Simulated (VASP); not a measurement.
Here is a VASP 6.6.1 calculation.

The input INCAR:

```
SYSTEM = P
ALGO = Normal
EDIFF = 1E-8
ENCUT = 520
GGA = PS
ISIF = 2
ISMEAR = -1
LASPH = .True.
LCHARG = .False.
LEFG = .True.
LREAL = .False.
LWAVE = .False.
NBANDS = 12
NELM = 60
PREC = Accurate
SIGMA = 0.05
```

The input KPOINTS:

```
k-points
0
Gamma
  11 11 11
  0 0 0
```

The input POSCAR:

```
P
1.0
    1.7257251780      0.9963478961      3.1296800121
   -1.7257251780      0.9963478961      3.1296800121
    0.0000000000     -1.9926957921      3.1296800121
P
2
Direct
    0.2270802500      0.2270802500      0.2270802500
    0.7729197500      0.7729197500      0.7729197500
```

Potentials or basis: VASP PAW PBE potentials, release 64 (P).

Launch:

```sh
$ cat potpaw_PBE.64/P/POTCAR > POTCAR
$ mpirun -np 1 vasp_std > vasp.out
```

Predict the pressure.

-1.8 GPa.

What does it give for the band gap on the k mesh?

Zero (bands 5 and 6 overlap by 0.58 eV).

What does it give for the largest force?

0.288 eV/Å.

Stress tensor (GPa, compression positive):
```
-1.48  0.00  0.00
 0.00 -1.48  0.00
 0.00  0.00 -2.43
```

Caveat: without QUAD_EFG the Cq values of the log hold for a quadrupole moment of 1 mb, not for the nuclei; the PAW data sets were made with another functional, which shifts forces and pressure a little.
